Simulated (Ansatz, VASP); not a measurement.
One calculation of Bi2Te3, two programs

The input INCAR:

```
ALGO = Normal
EDIFF = 1E-6
ENCUT = 520
GGA = PE
ISIF = 2
ISMEAR = -1
LASPH = T
LCHARG = F
LREAL = F
LWAVE = F
NBANDS = 32
NELM = 100
PREC = Accurate
SIGMA = 0.1
```

The input KPOINTS:

```
k-points
0
Gamma
  6 6 6
```

File POSCAR:

```
Bi2Te3
1.0
    2.2588739454      1.3041614094     10.1735417388
   -2.2588739454      1.3041614094     10.1735417388
    0.0000000000     -2.6083228187     10.1735417388
Bi Te
2 3
Direct
    0.1880000000      0.1880000000      0.1880000000
    0.5980000000      0.5980000000      0.5980000000
    0.3890000000      0.3890000000      0.3890000000
    0.8000000000      0.8000000000      0.8000000000
    0.0000000000      0.0000000000      0.0000000000
```

Input for Ansatz:

```yaml
crystal:
  lattice:
    - [2.2588739454283195, 1.304161409367829, 10.173541738805373]
    - [-2.2588739454283195, 1.304161409367829, 10.173541738805373]
    - [0.0, -2.608322818735658, 10.173541738805373]
  atoms:
    - { symbol: Bi, position: [0.188, 0.188, 0.188] }
    - { symbol: Bi, position: [0.598, 0.598, 0.598] }
    - { symbol: Te, position: [0.389, 0.389, 0.389] }
    - { symbol: Te, position: [0.8, 0.8, 0.8] }
    - { symbol: Te, position: [0.0, 0.0, 0.0] }
basis:
  ecutwfc: 500.0
kpoints:
  mp_grid:
    grid: [6, 6, 6]
hamiltonian:
  xc: pbe
scf:
  occupations:
    method: fermi_dirac
    width: 0.1
output:
  stress: true
```

Alike in both runs: task single point; functional PBE; k mesh 6 × 6 × 6; occupations fermi-dirac, width 0.1 eV; no spin polarisation.

```csv
,VASP,Ansatz
version,VASP 6.6.1,Ansatz 0.2.0
potentials or method,"VASP PAW PBE potentials, release 64 (Bi_d, Te), cutoff 520 eV","plane waves, PAW"
valence electrons in the cell,48,78
```

|  | VASP | Ansatz | Ansatz less VASP |
| --- | --- | --- | --- |
| pressure (GPa) | -1.4 | -1.4 | +0.04 |
| traceless stress, the component that is largest in VASP (GPa) | -0.74 | -0.73 | +0.007 |

VASP's potentials hold 48 valence electrons a cell and Ansatz's 78, so a difference there can come from the potentials and not from the codes.

Neither program's run includes spin-orbit coupling.
